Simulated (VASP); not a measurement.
Wanted: the native input for a VASP 6.6.1 run.

* Task: single point
* Functional: PBEsol
* Potentials or basis: VASP PAW PBE potentials, release 64 (B, N)
* Cutoff: 600 eV
* k mesh: 5 × 5 × 5
* Occupations: gaussian, width 0.01 eV
* Spin: no spin polarisation
* Dipole correction: no
* Further INCAR settings: ALGO = Normal; EDIFF = 1e-06; NBANDS = 11

The structure of BN lies in POSCAR:

```
BN
1.0
    0.0000000000      3.4953158300      2.1660912400
    1.2516321000      0.0000000000      2.1660912400
    1.2516321000      3.4953158300      0.0000000000
B N
1 1
Direct
    0.0000486500      0.0000486500      0.9999513500
    0.6666666667      0.6666666667      0.3333333333
```

These files were run (other wordings do the same):

INCAR

```
SYSTEM = BN
PREC     = Accurate       ! precision mode
ENCUT    = 600            ! plane-wave cutoff, eV
EDIFF    = 1E-6           ! SCF threshold, eV
ISMEAR   = 0              ! smearing method
SIGMA    = 0.01           ! smearing width, eV
LREAL    = .False.        ! projectors in reciprocal space
LASPH    = .True.         ! aspherical terms in the spheres
NELM     = 120            ! most SCF steps
ALGO     = Normal         ! electronic algorithm
ISIF     = 2              ! what is computed and relaxed
LWAVE    = .False.        ! write WAVECAR
LCHARG   = .False.        ! write CHGCAR
GGA      = PS             ! functional
NBANDS   = 11             ! bands
GGA_COMPAT= .False.
```

KPOINTS

```
Automatic mesh
0
Gamma
  5 5 5
  0 0 0
```

Potentials or basis: VASP PAW PBE potentials, release 64 (B, N).

Launch:

```bash
$ cat potpaw_PBE.64/B/POTCAR potpaw_PBE.64/N/POTCAR > POTCAR
$ mpirun -np 1 vasp_std > vasp.out
```

Results of the run:

The pressure is 0.7 GPa and the largest force is 0.014 eV/Å. The band gap on the k mesh is 4.20 eV, indirect (least direct gap 4.91 eV).

Caveat: the k points lie up to 0.61 Å⁻¹ apart; the PAW data sets were made with another functional, which shifts forces and pressure a little.

It took 16 s on 1 thread of Intel Xeon 8259CL, with other jobs on the host, peak memory 0.15 GiB.
